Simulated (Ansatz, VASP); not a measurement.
Na3TeH: VASP beside Ansatz

File POSCAR:

```
Na3TeH
1.0
    4.7607848940      0.0000000000      0.0000000000
    0.0000000000      4.7607848940      0.0000000000
    0.0000000000      0.0000000000      4.7607848940
Na Te H
3 1 1
Direct
    0.5000000000      0.0000000000      0.5000000000
    0.0000000000      0.5000000000      0.5000000000
    0.5000000000      0.5000000000      0.0000000000
    0.0000000000      0.0000000000      0.0000000000
    0.5000000000      0.5000000000      0.5000000000
```

The input INCAR.step1:

```
SYSTEM = Na3TeH
  PREC = Accurate
  ENCUT = 600
  ISMEAR = 0
  SIGMA = 0.02
  LREAL = .FALSE.
  LASPH = .TRUE.
  NELM = 60
  GGA = PE
  ALGO = Normal
  EDIFF = 1E-4
  LWAVE = .TRUE.
  LCHARG = .FALSE.
```

The input INCAR.step2:

```
SYSTEM = Na3TeH
  PREC = Accurate
  ENCUT = 600
  EDIFF = 1E-6
  ISMEAR = 0
  SIGMA = 0.02
  LREAL = .FALSE.
  LASPH = .TRUE.
  NELM = 60
  ALGO = Normal
  ISIF = 3
  LWAVE = .FALSE.
  LCHARG = .FALSE.
  METAGGA = R2SCAN
  LMIXTAU = .TRUE.
  IBRION = 2
  NSW = 70
  EDIFFG = -0.005
  ISTART = 1
```

KPOINTS

```
regular mesh
0
G
  6 6 6
  0 0 0
```

Input for Ansatz:

```yaml
crystal:
  lattice:
    - [4.760784894, 0.0, 0.0]
    - [0.0, 4.760784894, 0.0]
    - [0.0, 0.0, 4.760784894]
  atoms:
    - { symbol: Na, position: [0.5, 0.0, 0.5] }
    - { symbol: Na, position: [0.0, 0.5, 0.5] }
    - { symbol: Na, position: [0.5, 0.5, 0.0] }
    - { symbol: Te, position: [0.0, 0.0, 0.0] }
    - { symbol: H, position: [0.5, 0.5, 0.5] }
basis:
  ecutwfc: 500
kpoints:
  mp_grid: { grid: [6, 6, 6] }
hamiltonian:
  xc: r2scan
scf:
  occupations: { method: gaussian, width: 0.02 }
output:
  forces: true
  stress: true
  eigenvalues: true
relax:
  adjacent_minimum: "off"
  f_tol: 0.005
  max_steps: 50
  cell: { stress_tol: 0.05 }
```

Alike in both runs: task relaxation of cell and atoms; functional r2SCAN; k mesh 6 × 6 × 6; occupations gaussian, width 0.02 eV; no spin polarisation.

|  | VASP | Ansatz |
| --- | --- | --- |
| version | VASP 6.6.1 | Ansatz 0.2.0 |
| potentials or method | VASP PAW PBE potentials, release 64 (Na_pv, Te, H), cutoff 600 eV | scalar-relativistic, plane waves, PAW |
| valence electrons in the cell | 28 | 44 |

```tsv
	VASP	Ansatz	Ansatz less VASP
gap on the k mesh at the Fermi level, each at its own relaxed structure (eV)	3.42	3.39	-0.028
relaxed volume (Å³/atom)	20.86	21.03	+0.177
relaxed cell length with the largest relative difference (Å)	4.707	4.720	+0.0133
```

VASP's potentials were made for PBE, not for r2SCAN. VASP's potentials hold 28 valence electrons a cell and Ansatz's 44, so a difference there can come from the potentials and not from the codes.

Neither program's run includes spin-orbit coupling.
